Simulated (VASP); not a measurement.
# C in VASP: further runs, part 2 of 2

VASP 6.6.1. The steps go on from the part before.

### 3 Relaxation of cell and atoms, LDA

This run uses another cell than the first one, of 9.37 Å³/atom.

The input, INCAR:

```
SYSTEM = C
  PREC = Accurate
  ENCUT = 600
  EDIFF = 1E-6
  ISMEAR = 0
  SIGMA = 0.1
  LREAL = .False.
  LASPH = .True.
  NELM = 100
  ALGO = Normal
  ISIF = 3
  LWAVE = .False.
  LCHARG = .False.
  IBRION = 2
  NSW = 100
  EDIFFG = -0.005
```

The input, KPOINTS:

```
regular mesh
0
Gamma
  21 21 6
  0 0 0
```

The input, POSCAR:

```
C
1.0
    1.2280479700     -2.1270618200      0.0000000000
    1.2280479700      2.1270618200      0.0000000000
    0.0000000000      0.0000000000      7.1732677600
C
4
Direct
    0.0833794600      0.9166205400      0.7531376000
    0.5833794600      0.4166205400      0.2468624000
    0.9166205400      0.0833794600      0.2468624000
    0.4166205400      0.5833794600      0.7531376000
```

Potentials or basis: VASP PAW LDA potentials, release 64 (C).

Started as:

```bash
$ cat potpaw_LDA.64/C/POTCAR > POTCAR
$ mpirun -np 1 vasp_std > vasp.out
```

OUTCAR:

```text
SYSTEM = C
   PREC = Accurate
   ENCUT = 600
   EDIFF = 1E-6
   ISMEAR = 0
   LREAL = .False.
   LASPH = .True.
   NELM = 100
   ISIF = 3
   IBRION = 2
   NSW = 100
   EDIFFG = -0.005

 ion  position               nearest neighbor table
   1  0.083  0.917  0.753-   4 1.42   4 1.42   4 1.42
   2  0.583  0.417  0.247-   3 1.42   3 1.42   3 1.42
   3  0.917  0.083  0.247-   2 1.42   2 1.42   2 1.42
   4  0.417  0.583  0.753-   1 1.42   1 1.42   1 1.42

  LATTYP: Found a hexagonal cell.
 ALAT       =     2.4561135566
 C/A-ratio  =     2.9205765918

  Lattice vectors:

 A1 = (   1.2280479700,  -2.1270618200,   0.0000000000)
 A2 = (   1.2280479700,   2.1270618200,   0.0000000000)
 A3 = (   0.0000000000,   0.0000000000,   7.1732677600)

Analysis of symmetry for initial positions (statically):
=====================================================================
 Subroutine PRICEL returns:
 Original cell was already a primitive cell.

 Routine SETGRP: Setting up the symmetry group for a
 hexagonal supercell.

 Subroutine GETGRP returns: Found  8 space group operations
 (whereof  4 operations were pure point group operations)
 out of a pool of 24 trial point group operations.

The static configuration has the point symmetry C_2h.
 The point group associated with its full space group is D_2h.

Analysis of symmetry for dynamics (positions and initial velocities):
=====================================================================
 Subroutine PRICEL returns:
 Original cell was already a primitive cell.

 Routine SETGRP: Setting up the symmetry group for a
 hexagonal supercell.

 Subroutine GETGRP returns: Found  8 space group operations
 (whereof  4 operations were pure point group operations)
 out of a pool of 24 trial point group operations.

The dynamic configuration has the point symmetry C_2h.
 The point group associated with its full space group is D_2h.

 Subroutine INISYM returns: Found  8 space group operations
 (whereof  4 operations are pure point group operations),
 and found     1 'primitive' translations

----------------------------------------------------------------------------------------

                                     Primitive cell

  volume of cell :      37.4751

  direct lattice vectors                    reciprocal lattice vectors
     1.228047970 -2.127061820  0.000000000     0.407150219 -0.235066041  0.000000000
     1.228047970  2.127061820  0.000000000     0.407150219  0.235066041  0.000000000
     0.000000000  0.000000000  7.173267760     0.000000000  0.000000000  0.139406479

  length of vectors
     2.456113557  2.456113557  7.173267760     0.470135453  0.470135453  0.139406479

  position of ions in fractional coordinates (direct lattice)
     0.083379460  0.916620540  0.753137600
     0.583379460  0.416620540  0.246862400
     0.916620540  0.083379460  0.246862400
     0.416620540  0.583379460  0.753137600

  ion indices of the primitive-cell ions
   primitive index   ion index
                 1           1
                 2           2
                 3           3
                 4           4

----------------------------------------------------------------------------------------

 KPOINTS: regular mesh
[... 74 lines left out ...]
   ISIF   =      3    stress and relaxation
   ISYM   =      2    0-nonsym 1-usesym 2-fastsym
   POTIM  = 0.5000    time-step for ionic-motion
   TEBEG  =    0.0;   TEEND  =   0.0 temperature during run
   PSTRESS=    0.0 pullay stress
   NELECT =      16.0000    total number of electrons
   NUPDOWN=      -1.0000    fix difference up-down
   EMIN   =  10.00;   EMAX   =-10.00  energy-range for DOS
   EFERMI =   0.00;   METHOD = LEGACY
   ISMEAR =     0;   SIGMA  =   0.10  broadening in eV -4-tet -1-fermi 0-gaus
   EFERMI_NEDOS =   21; number of points for ismear=-14 and -15
   IALGO  =     38    algorithm
   IMIX   =      4    mixing-type and parameters
     AMIX     =   0.40;   BMIX     =  1.00
     AMIX_MAG =   1.60;   BMIX_MAG =  1.00
  volume/ion in A,a.u.               =       9.37        63.22
  Fermi-wavevector in a.u.,A,eV,Ry     =   1.232728  2.329519 20.675669  1.519619
  Thomas-Fermi vector in A             =   2.367487
   LORBIT       =      0    0 simple, 1 ext, 2 COOP (PROOUT), +10 PAW based schemes
   GGA     = CA    functional components
   LHFCALC =     F    Hartree Fock is set to
   AEXX    =    0.0000 exact exchange contribution
   IVDW    =     0    specifies the selected vdW correction
   LEPSILON=     F    determine dielectric tensor
   LRPA    =     F    only Hartree local field effects (RPA)
 conjugate gradient relaxation of ions
 non-spin polarized calculation
 Gauss-broadening in eV      SIGMA  =   0.10
  energy-cutoff  :      600.00
  volume of cell :       37.48
 maximum number of plane-waves:      1278
   NGX =  9   NGY =  9   NGZ = 29

--------------------------------------- Ionic step        1  -------------------------------------------

 number of electron      15.9999999 magnetization

 Free energy of the ion-electron system (eV)
  ---------------------------------------------------
  ext. energy  EPLUGINS =         0.00000000
  ---------------------------------------------------
  free energy    TOTEN  =       -40.44143120 eV

  energy without entropy =      -40.44114183  energy(sigma->0) =      -40.44128651

------------------------ aborting loop because EDIFF is reached ----------------------------------------

  FORCE on cell =-STRESS in cart. coord.  units (eV):
  Direction    XX          YY          ZZ          XY          YZ          ZX
  --------------------------------------------------------------------------------------
  -------------------------------------------------------------------------------------
  Total       -1.0864306     -1.1192711     -0.3407882      0.0000000     -0.0000000      0.0000000
  in kB      -46.4483296    -47.8523619    -14.5697665      0.0000000     -0.0000000      0.0000000
  external PRESSURE =     -36.2901527 kB  Pullay stress =       0.0000000 kB
[... 95 lines left out ...]
  FREE ENERGIE OF THE ION-ELECTRON SYSTEM (eV)
  ---------------------------------------------------
  free  energy   TOTEN  =       -40.4462834309 eV

  energy  without entropy=      -40.4459959741  energy(sigma->0) =      -40.44613970

[... ionic steps 4 to 40 ...]

--------------------------------------- Ionic step       41  -------------------------------------------

 number of electron      15.9999997 magnetization

------------------------ aborting loop because EDIFF is reached ----------------------------------------
[... 71 lines left out ...]
--------------------------------------- Ionic step       43  -------------------------------------------

 number of electron      15.9999997 magnetization

 Free energy of the ion-electron system (eV)
  ---------------------------------------------------
  ext. energy  EPLUGINS =         0.00000000
  ---------------------------------------------------
  free energy    TOTEN  =       -40.46220417 eV

  energy without entropy =      -40.46193720  energy(sigma->0) =      -40.46207068

 E-fermi :   4.8009     XC(G=0): -10.8736

 val. band max:        4.7991056177   @ k =   0.3333   0.3333   0.5000
 cond. band min:       4.9072850133   @ k =   0.3333   0.3333   0.3333
 fundamental gap:      0.1081793956
 Fermi energy:         4.8008835205

 k-point     1 :       0.0000    0.0000    0.0000
  band No.  band energies     occupation
      1     -14.8330      2.00000
      2     -14.4863      2.00000
      3      -3.9951      2.00000
      4      -1.8319      2.00000
      5       1.7877      2.00000
      6       1.8102      2.00000
      7       1.8240      2.00000
      8       1.8276      2.00000
      9       8.6954      0.00000
     10      13.1994      0.00000
     11      13.2410      0.00000
     12      13.2784      0.00000
[... 331 lines left out ...]
 k-point    24 :       0.0952    0.0476    0.0000
  band No.  band energies     occupation
      1     -14.4513      2.00000
      2     -14.1129      2.00000
      3      -3.5251      2.00000
      4      -1.3958      2.00000
      5       0.4402      2.00000
      6       0.5039      2.00000
      7       1.0295      2.00000
      8       1.0384      2.00000
      9       9.1566      0.00000
     10      13.4097      0.00000
     11      13.5490      0.00000
     12      14.6382      0.00000

 [... further k-points ...]

------------------------ aborting loop because EDIFF is reached ----------------------------------------

  FORCE on cell =-STRESS in cart. coord.  units (eV):
  Direction    XX          YY          ZZ          XY          YZ          ZX
  --------------------------------------------------------------------------------------
  -------------------------------------------------------------------------------------
  Total       -0.0019012      0.0012996      0.0057566      0.0000000      0.0000000      0.0000000
  in kB       -0.0886250      0.0605840      0.2683493      0.0000000      0.0000000      0.0000000
  external PRESSURE =       0.0801028 kB  Pullay stress =       0.0000000 kB
[... 19 lines left out ...]
  FREE ENERGIE OF THE ION-ELECTRON SYSTEM (eV)
  ---------------------------------------------------
  free  energy   TOTEN  =       -40.4622041692 eV

  energy  without entropy=      -40.4619371951  energy(sigma->0) =      -40.46207068

 reached required accuracy - stopping structural energy minimisation
```

OSZICAR:

```text
N       E                     dE             d eps       ncg     rms          rms(c)
DAV:   1     0.549390440562E+02    0.54939E+02   -0.89097E+03 11632   0.137E+03
DAV:   2    -0.386517637350E+02   -0.93591E+02   -0.85219E+02 16388   0.242E+02
[... 269 lines left out ...]
DAV:   1    -0.404622019822E+02   -0.57868E-06   -0.88692E-05 11844   0.868E-02    0.240E-03
DAV:   2    -0.404622019564E+02    0.25867E-07   -0.88231E-07 10304   0.939E-03
  42 F= -.40462202E+02 E0= -.40462068E+02  d E =-.569417E-05
       N       E                     dE             d eps       ncg     rms          rms(c)
DAV:   1    -0.404622044415E+02   -0.24593E-05   -0.16297E-04 11916   0.118E-01    0.470E-03
DAV:   2    -0.404622041692E+02    0.27232E-06   -0.26481E-06 14172   0.156E-02
  43 F= -.40462204E+02 E0= -.40462071E+02  d E =-.221284E-05
```

Wall time 22 min (1 thread of Intel Xeon 6975P-C (Granite Rapids), shared host); peak memory 0.35 GiB.

Results:

| Property | Result |
| --- | --- |
| Free energy | -40.4622 eV |
| Relaxed volume | 8.59 Å³/atom |
| Relaxed cell | a = 2.445 Å, b = 2.445 Å, c = 6.634 Å, α = 90.00°, β = 90.00°, γ = 119.97° |
| Space group after relaxing (to 0.1 Å) | Fmmm (No. 69) |
| Energy gained by relaxing | 5.2 meV/atom |
| Ionic steps | 43 |
| Pressure after relaxing | 0.0 GPa |
| Largest force after relaxing | 0.004 eV/Å |

Forces in eV/Å, atoms in the order of the input:
```
C    0.000  0.003 -0.002
C    0.000  0.003  0.002
C    0.000 -0.003  0.002
C    0.000 -0.003 -0.002
```

The path:
| step | energy change (eV) | largest force (eV/Å) | pressure (GPa) | volume (Å³) |
| --- | --- | --- | --- | --- |
| 1 | 0.0000 | 0.0264 | -3.63 | 37.48 |
| 3 | -0.0049 | 0.0146 | -0.38 | 37.12 |
| 5 | -0.0061 | 0.0552 | -0.28 | 36.97 |
| 7 | -0.0064 | 0.7038 | 0.30 | 35.67 |
| 9 | -0.0089 | 0.3902 | 0.01 | 36.27 |
| 11 | -0.0098 | 0.3777 | 0.00 | 36.17 |
| 13 | -0.0134 | 0.3274 | -0.01 | 35.74 |
| 15 | -0.0190 | 0.1264 | 0.18 | 34.06 |
| 17 | -0.0200 | 0.0612 | 0.08 | 34.41 |
| 19 | -0.0202 | 0.0363 | 0.02 | 34.49 |
| 21 | -0.0204 | 0.0146 | -0.05 | 34.51 |
| 23 | -0.0204 | 0.0196 | -0.01 | 34.50 |
| 25 | -0.0204 | 0.0147 | -0.02 | 34.50 |
| 27 | -0.0204 | 0.0126 | 0.03 | 34.49 |
| 29 | -0.0205 | 0.0077 | 0.23 | 34.44 |
| 31 | -0.0205 | 0.0090 | 0.17 | 34.44 |
| 33 | -0.0207 | 0.0268 | -0.07 | 34.42 |
| 35 | -0.0207 | 0.0353 | -0.18 | 34.42 |
| 37 | -0.0207 | 0.0129 | -0.16 | 34.39 |
| 39 | -0.0208 | 0.0098 | 0.05 | 34.37 |
| 41 | -0.0208 | 0.0025 | 0.05 | 34.37 |
| 43 | -0.0208 | 0.0035 | 0.01 | 34.37 |

Final structure:
```
CELL_PARAMETERS angstrom
1.22329 -2.11753 0.00000
1.22329 2.11753 0.00000
0.00000 0.00000 6.63414
ATOMIC_POSITIONS crystal
C 0.08330 0.91670 0.75043
C 0.58330 0.41670 0.24957
C 0.91670 0.08330 0.24957
C 0.41670 0.58330 0.75043
```
